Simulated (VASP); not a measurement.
# Ge (Fd-3m) in VASP: a series of runs

Runs on Ge. Level: PBEsol. Tasks: single point.

All numbers are computed with VASP 6.6.1; they aren't measurements. Logs are shortened: lines on timing, memory, paths and dates and some standing lists are left out, and cuts for length are marked.

### 1 The cell of the first run

It takes space group Fd-3m (No. 227, cubic). Conventional cell: a = 5.434 Å, b = 5.434 Å, c = 5.434 Å, α = 90.00°, β = 90.00°, γ = 90.00°. Within 3.1 Å of Ge (site symmetry -43m) lie 4 Ge at 2.35 Å.

### 2 Single point, PBEsol

INCAR

```
SYSTEM = Ge
PREC = Accurate ; ENCUT = 520
EDIFF = 1E-6 ; ISMEAR = 0
SIGMA = 0.1 ; LREAL = .FALSE.
LASPH = .TRUE. ; NELM = 80
ALGO = Normal ; ISIF = 2
LWAVE = .FALSE. ; LCHARG = .TRUE.
GGA = PS ; LELF = .TRUE.
LVHAR = .TRUE. ; NBANDS = 21
```

KPOINTS

```
regular mesh
0
G
  12 12 12
  0 0 0
```

POSCAR

```
Ge
1.0
    0.0000000000      2.7170447269      2.7170447269
    2.7170447269      0.0000000000      2.7170447269
    2.7170447269      2.7170447269      0.0000000000
Ge
2
Direct
    0.5000000000      0.5000000000      0.5000000000
    0.7500000000      0.7500000000      0.7500000000
```

Potentials or basis: VASP PAW PBE potentials, release 64 (Ge_d).

On the command line:

```bash
$ cat potpaw_PBE.64/Ge_d/POTCAR > POTCAR
$ mpirun -np 1 vasp_std > vasp.out
```

OUTCAR:

```text
SYSTEM = Ge
   PREC = Accurate
   ENCUT = 520
   EDIFF = 1E-6
   ISMEAR = 0
   LREAL = .FALSE.
   LASPH = .TRUE.
   NELM = 80
   ISIF = 2
   GGA = PS

 ion  position               nearest neighbor table
   1  0.500  0.500  0.500-   2 2.35   2 2.35   2 2.35   2 2.35
   2  0.750  0.750  0.750-   1 2.35   1 2.35   1 2.35   1 2.35

  LATTYP: Found a face centered cubic cell.
 ALAT       =     5.4340894538

  Lattice vectors:

 A1 = (   0.0000000000,   2.7170447269,   2.7170447269)
 A2 = (   2.7170447269,   0.0000000000,   2.7170447269)
 A3 = (   2.7170447269,   2.7170447269,   0.0000000000)

Analysis of symmetry for initial positions (statically):
=====================================================================
 Subroutine PRICEL returns:
 Original cell was already a primitive cell.

 Routine SETGRP: Setting up the symmetry group for a
 face centered cubic supercell.

 Subroutine GETGRP returns: Found 48 space group operations
 (whereof 24 operations were pure point group operations)
 out of a pool of 48 trial point group operations.

The static configuration has the point symmetry T_d .
 The point group associated with its full space group is O_h .

Analysis of symmetry for dynamics (positions and initial velocities):
=====================================================================
 Subroutine PRICEL returns:
 Original cell was already a primitive cell.

 Routine SETGRP: Setting up the symmetry group for a
 face centered cubic supercell.

 Subroutine GETGRP returns: Found 48 space group operations
 (whereof 24 operations were pure point group operations)
 out of a pool of 48 trial point group operations.

The dynamic configuration has the point symmetry T_d .
 The point group associated with its full space group is O_h .

 Subroutine INISYM returns: Found 48 space group operations
 (whereof 24 operations are pure point group operations),
 and found     1 'primitive' translations

----------------------------------------------------------------------------------------

                                     Primitive cell

  volume of cell :      40.1163

  direct lattice vectors                    reciprocal lattice vectors
     0.000000000  2.717044727  2.717044727    -0.184023470  0.184023470  0.184023470
     2.717044727  0.000000000  2.717044727     0.184023470 -0.184023470  0.184023470
     2.717044727  2.717044727  0.000000000     0.184023470  0.184023470 -0.184023470

  length of vectors
     3.842481502  3.842481502  3.842481502     0.318738001  0.318738001  0.318738001

  position of ions in fractional coordinates (direct lattice)
     0.500000000  0.500000000  0.500000000
     0.750000000  0.750000000  0.750000000

  ion indices of the primitive-cell ions
   primitive index   ion index
                 1           1
                 2           2

----------------------------------------------------------------------------------------

 KPOINTS: regular mesh

Automatic generation of k-mesh.
 Grid dimensions read from file:
 generate k-points for:   12   12   12

 Generating k-lattice:

  Cartesian coordinates                     Fractional coordinates (reciprocal lattice)
    -0.015335289  0.015335289  0.015335289     0.083333333  0.000000000  0.000000000
     0.015335289 -0.015335289  0.015335289     0.000000000  0.083333333  0.000000000
     0.015335289  0.015335289 -0.015335289     0.000000000  0.000000000  0.083333333

  Length of vectors
     0.026561500  0.026561500  0.026561500

  Shift w.r.t. Gamma in fractional coordinates (k-lattice)
     0.000000000  0.000000000  0.000000000

 Subroutine IBZKPT returns following result:
 ===========================================

 Found     72 irreducible k-points:

 Following reciprocal coordinates:
            Coordinates               Weight
  0.000000  0.000000  0.000000      1.000000
  0.083333  0.000000  0.000000      8.000000
  0.166667  0.000000  0.000000      8.000000
  0.250000  0.000000  0.000000      8.000000
  0.333333  0.000000  0.000000      8.000000
  0.416667  0.000000  0.000000      8.000000
[... 16 lines left out ...]
  0.500000  0.166667  0.000000     24.000000
 -0.416667  0.166667  0.000000     24.000000
 [... further k-points ...]
   k-points           NKPTS =     72   k-points in BZ     NKDIM =     72   number of bands    NBANDS=     21
   number of dos      NEDOS =    301   number of ions     NIONS =      2
   total plane-waves  NPLWV =  27000
   dimension x,y,z NGX =    30 NGY =   30 NGZ =   30
   dimension x,y,z NGXF=    60 NGYF=   60 NGZF=   60
   ions per type =               2
   NGX,Y,Z   is equivalent  to a cutoff of  12.98, 12.98, 12.98 a.u.
   NGXF,Y,Z  is equivalent  to a cutoff of  25.96, 25.96, 25.96 a.u.
 SYSTEM =  Ge
   PREC   = accura    normal or accurate (medium, high low for compatibility)
   ISTART =      0    job   : 0-new  1-cont  2-samecut
   ICHARG =      2    charge: 1-file 2-atom 10-const
   ISPIN  =      1    spin polarized calculation?
   LNONCOLLINEAR =      F non collinear calculations
   LSORBIT =      F    spin-orbit coupling
   LASPH  =      T    aspherical Exc in radial PAW
   ENCUT  =  520.0 eV  38.22 Ry    6.18 a.u.   7.14  7.14  7.14*2*pi/ulx,y,z
   NELM   =     80;   NELMIN=  2; NELMDL= -5     # of ELM steps
   EDIFF  = 0.1E-05   stopping-criterion for ELM
   LREAL  =      F    real-space projection
   EDIFFG = 0.1E-04   stopping-criterion for IOM
   NSW    =      0    number of steps for IOM
   IBRION =     -1    ionic relax: 0-MD 1-quasi-New 2-CG
   NFREE  =      0    steps in history (QN), initial steepest desc. (CG)
   ISIF   =      2    stress and relaxation
   ISYM   =      2    0-nonsym 1-usesym 2-fastsym
   POTIM  = 0.5000    time-step for ionic-motion
   TEBEG  =    0.0;   TEEND  =   0.0 temperature during run
   PSTRESS=    0.0 pullay stress
   NELECT =      28.0000    total number of electrons
   NUPDOWN=      -1.0000    fix difference up-down
   EMIN   =  10.00;   EMAX   =-10.00  energy-range for DOS
   EFERMI =   0.00;   METHOD = LEGACY
   ISMEAR =     0;   SIGMA  =   0.10  broadening in eV -4-tet -1-fermi 0-gaus
   EFERMI_NEDOS =   21; number of points for ismear=-14 and -15
   IALGO  =     38    algorithm
   IMIX   =      4    mixing-type and parameters
     AMIX     =   0.40;   BMIX     =  1.00
     AMIX_MAG =   1.60;   BMIX_MAG =  1.00
  volume/ion in A,a.u.               =      20.06       135.36
  Fermi-wavevector in a.u.,A,eV,Ry     =   1.452181  2.744224 28.692366  2.108829
  Thomas-Fermi vector in A             =   2.569593
   LORBIT       =      0    0 simple, 1 ext, 2 COOP (PROOUT), +10 PAW based schemes
   GGA     = PS    functional components
   LHFCALC =     F    Hartree Fock is set to
   AEXX    =    0.0000 exact exchange contribution
   IVDW    =     0    specifies the selected vdW correction
   LEPSILON=     F    determine dielectric tensor
   LRPA    =     F    only Hartree local field effects (RPA)
 non-spin polarized calculation
 Gauss-broadening in eV      SIGMA  =   0.10
  energy-cutoff  :      520.00
  volume of cell :       40.12
 maximum number of plane-waves:      1106
 NGX is ok and might be reduce to    30
   NGX = 15   NGY = 15   NGZ = 15

 number of electron      27.9999989 magnetization

 Free energy of the ion-electron system (eV)
  ---------------------------------------------------
  ext. energy  EPLUGINS =         0.00000000
  ---------------------------------------------------
  free energy    TOTEN  =        -9.69058534 eV

  energy without entropy =       -9.69055289  energy(sigma->0) =       -9.69056911

 E-fermi :   6.2569     XC(G=0): -10.7164

 val. band max:        6.1207646832   @ k =   0.0000   0.0000   0.0000
 cond. band min:       6.4132650167   @ k =   0.4167   0.4167   0.0000
 fundamental gap:      0.2925003334
 Fermi energy:         6.2569080859

 k-point     1 :       0.0000    0.0000    0.0000
  band No.  band energies     occupation
      1     -18.8577      2.00000
      2     -18.8577      2.00000
      3     -18.8577      2.00000
      4     -18.8107      2.00000
      5     -18.8107      2.00000
      6     -18.5229      2.00000
[... 13 lines left out ...]
     20      15.9377      0.00000
     21      15.9377      0.00000

 k-point     2 :       0.0833    0.0000    0.0000
  band No.  band energies     occupation
      1     -18.8639      2.00000
      2     -18.8639      2.00000
      3     -18.8563      2.00000
      4     -18.8023      2.00000
      5     -18.8023      2.00000
      6     -18.5300      2.00000
[... 13 lines left out ...]
     20      15.2252      0.00000
     21      15.2252      0.00000

 k-point     3 :       0.1667    0.0000    0.0000
  band No.  band energies     occupation
      1     -18.8745      2.00000
      2     -18.8745      2.00000
      3     -18.8522      2.00000
      4     -18.7859      2.00000
      5     -18.7859      2.00000
      6     -18.5424      2.00000
[... 13 lines left out ...]
     20      14.5870      0.00000
     21      14.5870      0.00000

 k-point     4 :       0.2500    0.0000    0.0000
  band No.  band energies     occupation
      1     -18.8828      2.00000
      2     -18.8828      2.00000
      3     -18.8465      2.00000
      4     -18.7705      2.00000
      5     -18.7705      2.00000
      6     -18.5531      2.00000
[... 13 lines left out ...]
     20      14.5938      0.00000
     21      14.5938      0.00000

 k-point     5 :       0.3333    0.0000    0.0000
  band No.  band energies     occupation
      1     -18.8877      2.00000
      2     -18.8877      2.00000
      3     -18.8408      2.00000
      4     -18.7600      2.00000
      5     -18.7600      2.00000
      6     -18.5596      2.00000
[... 13 lines left out ...]
     20      15.3624      0.00000
     21      15.3624      0.00000
[... 382 lines left out ...]
     20      16.1518      0.00000
     21      16.7937      0.00000

 k-point    22 :       0.4167    0.1667    0.0000
  band No.  band energies     occupation
      1     -18.9085      2.00000
      2     -18.8899      2.00000
      3     -18.8281      2.00000
      4     -18.7459      2.00000
      5     -18.7169      2.00000
      6     -18.6283      2.00000
[... 13 lines left out ...]
     20      17.2325      0.00000
     21      17.8304      0.00000

 k-point    23 :       0.5000    0.1667    0.0000
  band No.  band energies     occupation
      1     -18.9137      2.00000
      2     -18.8949      2.00000
      3     -18.8133      2.00000
      4     -18.7338      2.00000
      5     -18.7224      2.00000
      6     -18.6179      2.00000
[... 13 lines left out ...]
     20      17.8422      0.00000
     21      17.9462      0.00000

 k-point    24 :      -0.4167    0.1667    0.0000
  band No.  band energies     occupation
      1     -18.9138      2.00000
      2     -18.8987      2.00000
      3     -18.8050      2.00000
      4     -18.7356      2.00000
      5     -18.7247      2.00000
      6     -18.5992      2.00000
[... 13 lines left out ...]
     20      16.1846      0.00000
     21      16.8901      0.00000

 [... further k-points ...]

------------------------ aborting loop because EDIFF is reached ----------------------------------------

  FORCE on cell =-STRESS in cart. coord.  units (eV):
  Direction    XX          YY          ZZ          XY          YZ          ZX
  --------------------------------------------------------------------------------------
  -------------------------------------------------------------------------------------
  Total        2.9800564      2.9800564      2.9800564      0.0000000     -0.0000000      0.0000000
  in kB      119.0185631    119.0185631    119.0185631      0.0000000     -0.0000000      0.0000000
  external PRESSURE =     119.0185631 kB  Pullay stress =       0.0000000 kB

 VOLUME and BASIS-vectors are now :
 -----------------------------------------------------------------------------
  energy-cutoff  :      520.00
  volume of cell :       40.12
      direct lattice vectors                 reciprocal lattice vectors
     0.000000000  2.717044727  2.717044727    -0.184023470  0.184023470  0.184023470
     2.717044727  0.000000000  2.717044727     0.184023470 -0.184023470  0.184023470
     2.717044727  2.717044727  0.000000000     0.184023470  0.184023470 -0.184023470

 POSITION                                       TOTAL-FORCE (eV/Angst)
 -----------------------------------------------------------------------------------
      2.71704      2.71704      2.71704         0.000000      0.000000      0.000000
      4.07557      4.07557      4.07557        -0.000000     -0.000000     -0.000000
 -----------------------------------------------------------------------------------
    total drift:                                0.000000     -0.000000     -0.000000

  FREE ENERGIE OF THE ION-ELECTRON SYSTEM (eV)
  ---------------------------------------------------
  free  energy   TOTEN  =        -9.6905853387 eV

  energy  without entropy=       -9.6905528868  energy(sigma->0) =       -9.69056911
```

Run time: 54 s. Hardware: 1 thread of Intel Xeon 6975P-C, shared host; peak memory 0.2 GiB.

What came out:

| Property | Result |
| --- | --- |
| Free energy | -9.6906 eV |
| Pressure | 11.9 GPa |
| Band gap on the k mesh | 0.29 eV, indirect (least direct gap 1.14 eV) |

Caveat: the PAW data sets were made with another functional, which shifts forces and pressure a little.

(Part 1 of 2 ends here.)
